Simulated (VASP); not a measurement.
RbBr:

```
Rb Br
1.0
     0.00000    3.54458    3.46083
     3.54458    0.00000    3.46083
     3.54458    3.54458    0.00000
Rb Br
1 1
Cartesian
  0.0000 0.0000 0.0000
  3.5446 3.5446 3.4608
```

This cell differs from its parent crystal: biaxial xy strain +2.4%.

Base run:

- Program: VASP 6.6.1
- Functional: r2SCAN
- Potentials or basis: VASP PAW PBE potentials, release 64 (Rb_sv, Br)
- Cutoff: 520 eV
- k mesh: 6 × 6 × 6
- Occupations: gaussian, width 0.01 eV
- Spin: no spin polarisation

Its results: band gap on the k mesh 4.76 eV, direct; pressure -0.5 GPa.

Task: The run is repeated on the same cell with these changes: functional from r2SCAN to PBE; occupations from gaussian, width 0.01 eV to fermi-dirac, width 0.02 eV. What comes out?

Result: Band gap on the k mesh 4.16 eV, direct; pressure 0.0 GPa.

Caveats: the PAW data sets were made with another functional, which shifts forces and pressure a little (some runs).

